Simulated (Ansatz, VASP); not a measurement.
# CdS: VASP beside Ansatz

```
Cd S
1.0
     3.87008    0.00000    0.00000
    -1.93504    3.35159    0.00000
     0.00000    0.00000    6.92586
Cd S
2 2
Direct
  0.66667 0.33333 0.99145
  0.33333 0.66667 0.49145
  0.66667 0.33333 0.38355
  0.33333 0.66667 0.88355
```

Alike in both runs: task single point; functional PBE; k mesh 9 × 9 × 4; occupations gaussian, width 0.02 eV; no spin polarisation.

|  | VASP | Ansatz |
| --- | --- | --- |
| version | VASP 6.6.1 | Ansatz 0.2.0 |
| potentials or method | VASP PAW PBE potentials, release 64 (Cd, S), cutoff 500 eV | scalar-relativistic, plane waves, PAW |
| valence electrons in the cell | 36 | 52 |

VASP gave:

* gap on the k mesh at the Fermi level (eV): 1.31
* least direct gap on the mesh (eV): 1.31
* pressure (GPa): 14.7
* traceless stress, the component that is largest in VASP (GPa): -12.18
* rms of the force components (eV/Å): 0.791

What did Ansatz give for the same quantities?

gap on the k mesh at the Fermi level (eV): 1.29; least direct gap on the mesh (eV): 1.29; pressure (GPa): 14.1; traceless stress, the component that is largest in VASP (GPa): -11.88; rms of the force components (eV/Å): 0.765.

Atom by atom the forces differ by 0.026 eV/Å (rms over components). The functional is the same, so the differences come from potentials, cutoffs and numerics. VASP's potentials hold 36 valence electrons a cell and Ansatz's 52, so a difference there can come from the potentials and not from the codes.
